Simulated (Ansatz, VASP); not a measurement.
Given: the input of a run of VASP 6.6.1 on MgO.

INCAR

```
ALGO = Normal ; EDIFF = 1E-7
EDIFFG = -0.005 ; ENCUT = 600
GGA = RP ; IBRION = 2
ISIF = 3 ; ISMEAR = -1
IVDW = 12 ; LASPH = T
LCHARG = F ; LREAL = F
LWAVE = F ; NELM = 60
NSW = 80 ; PREC = Accurate
SIGMA = 0.05
```

Contents of KPOINTS:

```
k-points
0
Gamma
  11 11 11
```

File POSCAR:

```
MgO
1.0
    0.0000000000      2.0970013927      2.0970013927
    2.0970013927      0.0000000000      2.0970013927
    2.0970013927      2.0970013927      0.0000000000
Mg O
1 1
Direct
    0.0000000000      0.0000000000      0.0000000000
    0.5000000000      0.5000000000      0.5000000000
```

Potentials or basis: VASP PAW PBE potentials, release 64 (Mg, O).

Launch:

```console
$ cat potpaw_PBE.64/Mg/POTCAR potpaw_PBE.64/O/POTCAR > POTCAR
$ mpirun -np 1 vasp_std > vasp.out
```

Q: Set up the same calculation for Ansatz 0.2.0. Potentials there: all-electron LAPW, scalar-relativistic.

A: As run (the cutoff follows the program's own potentials):

File input.yaml:

```yaml
crystal:
  lattice:
    - [0.0, 2.0970013927, 2.0970013927]
    - [2.0970013927, 0.0, 2.0970013927]
    - [2.0970013927, 2.0970013927, 0.0]
  atoms:
    - { symbol: Mg, position: [0.0, 0.0, 0.0] }
    - { symbol: O, position: [0.5, 0.5, 0.5] }
kpoints:
  mp_grid: { grid: [11, 11, 11] }
scf:
  occupations: { method: fermi_dirac, width: 0.05 }
hamiltonian:
  xc: rpbe
  dispersion: d3bj
  pseudopotentials: { kind: all_electron, lapw: { basis_error: 0.001 } }
output:
  forces: true
  stress: true
relax:
  f_tol: 0.005
  max_steps: 60
  cell: {}
```

Potentials or basis: all-electron LAPW, scalar-relativistic.

Launch:

```sh
$ ansatz run input.yaml --threads 1 --pin off --max-ram 3072MiB --backend cpu --events-out ev --progress --plain --runs-dir out
```

Both were run:

|  | VASP | Ansatz | Ansatz less VASP |
| --- | --- | --- | --- |
| relaxed volume (Å³/atom) | 8.42 | 8.47 | +0.050 |
| relaxed cell length with the largest relative difference (Å) | 2.877 | 2.882 | +0.0056 |

VASP's potentials were made for PBE, not for RPBE. Ansatz ran all-electron here, and VASP with PAW potentials.
